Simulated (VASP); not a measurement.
Runs of VASP 6.6.1 on Rh. The structure is that of space group P6_3/mmc (No. 194), or close to it. The cells are those of the table. This isn't the form of Rh at room conditions, which is fcc.

```tsv
cell	gap on the mesh (eV)	pressure (GPa)
a = 2.675, b = 2.675, c = 4.338 Å, angles 90.0, 90.0, 120.0°, 2 atoms	none	2.3
a = 2.749, b = 2.749, c = 4.458 Å, angles 90.0, 90.0, 120.0°, 2 atoms	none	-17.9
a = 2.731, b = 2.731, c = 4.428 Å, angles 90.0, 90.0, 120.0°, 2 atoms	none	-13.8
a = 2.694, b = 2.694, c = 4.369 Å, angles 90.0, 90.0, 120.0°, 2 atoms	none	(a)
a = 2.713, b = 2.713, c = 4.399 Å, angles 90.0, 90.0, 120.0°, 2 atoms	none	(b)
```

Alike in all rows: task single point; level PBEsol; potentials or basis VASP PAW PBE potentials, release 64 (Rh_pv); no spin polarisation; k mesh 12 × 12 × 7; cutoff (eV) 520; smearing gaussian 0.15 eV.

Task: Estimate the missing entries.

Result: (a) -3.7; (b) -9.1.

Caveats: the PAW data sets were made with another functional, which shifts forces and pressure a little; the cell stands under tension (at least some runs).

A k mesh can miss the band edges, and the runs leave out spin-orbit coupling on Rh.

A gap of «none» marks levels without a gap at the run's occupations.
